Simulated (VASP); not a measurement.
Set up this calculation in VASP 6.6.1, as the native input.

- Task: single point
- Functional: RPBE
- Dispersion: D4
- Potentials or basis: VASP PAW PBE potentials, release 64 (Ge_d)
- Cutoff: 520 eV
- k mesh: 8 × 8 × 8
- Occupations: fermi-dirac, width 0.05 eV
- Spin: no spin polarisation
- Dipole correction: no
- Further INCAR settings: ALGO = Normal; EDIFF = 1e-07; NBANDS = 21

The structure of Ge lies in POSCAR:

```
Ge
1.0
    0.0000000000      2.7906767997      2.7906767997
    2.7906767997      0.0000000000      2.7906767997
    2.7906767997      2.7906767997      0.0000000000
Ge
2
Direct
    0.7500000000      0.7500000000      0.7500000000
    0.5000000000      0.5000000000      0.5000000000
```

The input as run:

INCAR

```
PREC = Accurate ; ENCUT = 520
EDIFF = 1E-7 ; ISMEAR = -1
SIGMA = 0.05 ; LREAL = False
LASPH = True ; NELM = 100
ALGO = Normal ; ISIF = 2
LWAVE = False ; LCHARG = False
GGA = RP ; IVDW = 13
NBANDS = 21
```

KPOINTS

```
Automatic mesh
0
Gamma
  8 8 8
```

Potentials or basis: VASP PAW PBE potentials, release 64 (Ge_d).

The run is started by

```bash
$ cat potpaw_PBE.64/Ge_d/POTCAR > POTCAR
$ mpirun -np 1 vasp_std > vasp.out
```

Results of the run:

```
Pressure                   : 3.5 GPa
Band gap on the k mesh     : 0.40 eV, indirect (least direct gap 0.53 eV)
Dispersion energy per atom : -0.636 eV
```

Caveat: the PAW data sets were made with another functional, which shifts forces and pressure a little.

Wall time 33 s on 1 thread of Intel(R) Xeon(R) Platinum 8488C (Sapphire Rapids), on a shared host, peak memory 0.17 GiB.
